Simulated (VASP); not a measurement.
In7NiN8, 16 atoms in the cell. The typed cell holds 16 atoms: a = 7.066 Å, b = 7.066 Å, c = 5.693 Å, α = 90.00°, β = 90.00°, γ = 120.00°. 

```yaml
Program: VASP 6.6.1
Task: single point
Functional: PBEsol
Potentials_or_basis: VASP PAW PBE potentials, release 64 (Ni, In_d, N)
Cutoff: 600 eV
k_mesh: 3 × 3 × 3
Occupations: gaussian, width 0.05 eV
Spin: no spin polarisation
Hubbard_terms: Ni d U = 5.0 eV
Dipole_correction: no
Further_INCAR_settings: ALGO = Normal; EDIFF = 1e-06; NBANDS = 84
```

Potentials or basis: VASP PAW PBE potentials, release 64 (Ni, In_d, N).

Command:

```bash
$ cat potpaw_PBE.64/Ni/POTCAR potpaw_PBE.64/In_d/POTCAR potpaw_PBE.64/N/POTCAR > POTCAR
$ mpirun -np 1 vasp_std > vasp.out
```

Hardware: 1 thread of AMD EPYC 9R45 96-Core Processor (Zen 5) (shared host).

Question: Estimate the wall time of this run.

Answer: Run time: 7.4 min on 1 thread of AMD EPYC 9R45 96-Core Processor (Zen 5), with other jobs on the host, peak memory 0.52 GiB. Counts: scf iterations 27, k points 14.
